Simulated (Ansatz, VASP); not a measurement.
**One calculation of ZnS, two programs**

```
CELL_PARAMETERS angstrom
3.84549 0.00000 0.00000
-1.92275 3.33029 0.00000
0.00000 0.00000 6.30533
ATOMIC_POSITIONS crystal
Zn 0.33333 0.66667 0.00522
Zn 0.66667 0.33333 0.50522
S 0.40355 0.73688 0.37978
S 0.66667 0.33333 0.87978
```

Alike in both runs: task single point; functional PBE; k mesh 12 × 12 × 4; occupations gaussian, width 0.05 eV; no spin polarisation.

|  | VASP | Ansatz |
| --- | --- | --- |
| version | VASP 6.6.1 | Ansatz 0.2.0 |
| potentials or method | VASP PAW PBE potentials, release 64 (Zn, S), cutoff 520 eV | scalar-relativistic, plane waves, PAW |
| valence electrons in the cell | 36 | 36 |

|  | VASP | Ansatz | Ansatz less VASP |
| --- | --- | --- | --- |
| gap on the k mesh at the Fermi level (eV) | 2.04 | 2.03 | -0.006 |
| least direct gap on the mesh (eV) | 2.04 | 2.03 | -0.006 |
| pressure (GPa) | 1.4 | 1.2 | -0.15 |
| traceless stress, the component that is largest in VASP (GPa) | 3.59 | 3.56 | -0.031 |
| rms of the force components (eV/Å) | 0.768 | 0.763 | -0.0044 |

Atom by atom the forces differ by 0.005 eV/Å (rms over components).
